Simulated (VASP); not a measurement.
Input of a VASP 6.6.1 run:

The input INCAR:

```
SYSTEM = SiF
PREC = Accurate ; ENCUT = 600
EDIFF = 1E-7 ; ISMEAR = -1
SIGMA = 0.05 ; LREAL = .False.
LASPH = .True. ; NELM = 100
ALGO = Normal ; ISIF = 3
LWAVE = .False. ; LCHARG = .False.
GGA = PS ; IBRION = 2
NSW = 60 ; EDIFFG = -0.01
PSTRESS = 50.0
```

KPOINTS

```
Automatic mesh
0
Gamma
  9 9 9
  0 0 0
```

File POSCAR:

```
SiF
1.0
    3.0286000000      0.0000000000      0.0000000000
    0.0000000000      3.0286000000      0.0000000000
    0.0000000000      0.0000000000      3.0286000000
Si F
1 1
Direct
    0.5000000000      0.5000000000      0.5000000000
    0.0000000000      0.0000000000      0.0000000000
```

Potentials or basis: VASP PAW PBE potentials, release 64 (Si, F).

Run with:

```sh
$ cat potpaw_PBE.64/Si/POTCAR potpaw_PBE.64/F/POTCAR > POTCAR
$ mpirun -np 1 vasp_std > vasp.out
```

**Question.** Estimate the relaxed volume.

**Answer.** 12.55 Å³/atom.

**Question.** Predict the relaxed cell.

**Answer.** a = 2.928 Å, b = 2.928 Å, c = 2.928 Å, α = 90.00°, β = 90.00°, γ = 90.00°.

**Question.** Predict the space group after relaxing (to 0.05 Å).

**Answer.** Pm-3m (No. 221).

Final structure:
```cif
data_structure
_symmetry_space_group_name_H-M 'P 1'
_symmetry_Int_Tables_number 1
_cell_length_a 2.9279
_cell_length_b 2.9279
_cell_length_c 2.9279
_cell_angle_alpha 90.000
_cell_angle_beta 90.000
_cell_angle_gamma 90.000
_cell_volume 25.10
loop_
_atom_site_label
_atom_site_type_symbol
_atom_site_fract_x
_atom_site_fract_y
_atom_site_fract_z
_atom_site_occupancy
Si1 Si 0.50000 0.50000 0.50000 1
F1 F 0.00000 0.00000 0.00000 1
```

Caveat: the cell is relaxed towards a set pressure, so the enthalpy falls and the energy may rise; the PAW data sets were made with another functional, which shifts forces and pressure a little; an odd number of electrons without spin polarisation forces a metal; a magnetic or distorted state may lie lower.
